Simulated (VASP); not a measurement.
Set up this calculation in VASP 6.6.1, as the native input.

```
Task                   : single point
Functional             : PBE
Potentials or basis    : VASP PAW PBE potentials, release 64 (W_sv, Re)
Cutoff                 : 520 eV
k mesh                 : 11 × 11 × 1
Occupations            : fermi-dirac, width 0.08 eV
Spin                   : no spin polarisation
Dipole correction      : yes
Further INCAR settings : ALGO = Normal; EDIFF = 1e-06; NBANDS = 48; NELMDL = -8
```

The structure of ReW5 lies in POSCAR:

```
ReW5
1.0
    3.1834185691      0.0000000000      0.0000000000
    0.0000000000      3.1834185691      0.0000000000
    0.0000000000      0.0000000000     23.9585000000
W Re
5 1
Direct
    0.2500000000      0.2500000000      0.3404682266
    0.7500000000      0.7500000000      0.3990730859
    0.7500000000      0.7500000000      0.5321487800
    0.2500000000      0.2500000000      0.6009269156
    0.7500000000      0.7500000000      0.6595317761
    0.2500000000      0.2500000000      0.4678512158
```

The input as run:

INCAR

```
SYSTEM = ReW5
PREC = Accurate
ENCUT = 520
EDIFF = 1E-6
ISMEAR = -1
SIGMA = 0.08
LREAL = .FALSE.
LASPH = .TRUE.
NELM = 120
ALGO = Normal
ISIF = 2
LWAVE = .FALSE.
LCHARG = .FALSE.
LDIPOL = .TRUE.
IDIPOL = 3
DIPOL = 0.5 0.5 0.500
GGA = PE
NBANDS = 48
GGA_COMPAT = .FALSE.
NELMDL = -8
```

KPOINTS

```
Automatic mesh
0
G
  11 11 1
  0 0 0
```

Potentials or basis: VASP PAW PBE potentials, release 64 (W_sv, Re).

Launch:

```sh
$ cat potpaw_PBE.64/W_sv/POTCAR potpaw_PBE.64/Re/POTCAR > POTCAR
$ mpirun -np 1 vasp_std > vasp.out
```

Results of the run:

* Largest force: 0.467 eV/Å
* Band gap on the k mesh: zero (an odd number of electrons rules out a gap without spin polarisation)

Caveat: spin-orbit coupling is left out, which moves the levels of the heavy elements.

Run time: 6.1 min on 1 thread of Intel(R) Xeon(R) 6975P-C (Granite Rapids), on a shared host, peak memory 0.42 GiB.
